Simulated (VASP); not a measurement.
Runs of VASP 6.6.1 on NaH. The structure is that of space group P6_3/mmc (No. 194), or close to it. The cells are those of the table. 

```tsv
level	cell	k mesh	gap on the mesh (eV)	pressure (GPa)
r2SCAN	a = 3.953, b = 3.953, c = 4.828 Å, angles 90.0, 90.0, 120.0°, 4 atoms	6 × 6 × 4	3.68	-0.2
r2SCAN	a = 3.913, b = 3.913, c = 4.780 Å, angles 90.0, 90.0, 120.0°, 4 atoms	6 × 6 × 4	3.69	0.5
PBE	a = 3.973, b = 3.973, c = 4.876 Å, angles 90.0, 90.0, 120.0°, 4 atoms	6 × 6 × 4	3.34	(b)
PBE	a = 4.013, b = 4.013, c = 4.925 Å, angles 90.0, 90.0, 120.0°, 4 atoms	6 × 6 × 4	3.34	-0.6
PBE	a = 4.051, b = 4.051, c = 4.972 Å, angles 90.0, 90.0, 120.0°, 4 atoms	6 × 6 × 4	3.33	-1.0
PBE	a = 3.892, b = 3.892, c = 4.777 Å, angles 90.0, 90.0, 120.0°, 4 atoms	6 × 6 × 4	3.36	1.3
r2SCAN	a = 4.031, b = 4.031, c = 4.923 Å, angles 90.0, 90.0, 120.0°, 4 atoms	6 × 6 × 4	3.66	-1.3
PBE	a = 3.933, b = 3.933, c = 4.827 Å, angles 90.0, 90.0, 120.0°, 4 atoms	6 × 6 × 4	3.35	0.6
r2SCAN	a = 3.953, b = 3.953, c = 4.828 Å, angles 90.0, 90.0, 120.0°, 4 atoms	12 × 12 × 6	3.68	-0.2
r2SCAN	a = 3.992, b = 3.992, c = 4.876 Å, angles 90.0, 90.0, 120.0°, 4 atoms	6 × 6 × 4	3.67	-0.8
r2SCAN	a = 3.873, b = 3.873, c = 4.730 Å, angles 90.0, 90.0, 120.0°, 4 atoms	6 × 6 × 4	(a)	1.3
PBE	a = 3.953, b = 3.953, c = 4.828 Å, angles 90.0, 90.0, 120.0°, 4 atoms	12 × 12 × 6	3.33	(c)
```

Alike in all rows: task single point; potentials or basis VASP PAW PBE potentials, release 64 (Na_pv, H); no spin polarisation; cutoff (eV) 520; smearing gaussian 0.01 eV.

Task: Estimate the missing entries.

Result: (a) 3.70; (b) -0.1; (c) 0.3.

Caveats: the PAW data sets were made with another functional, which shifts forces and pressure a little (some runs).

A k mesh can miss the band edges.
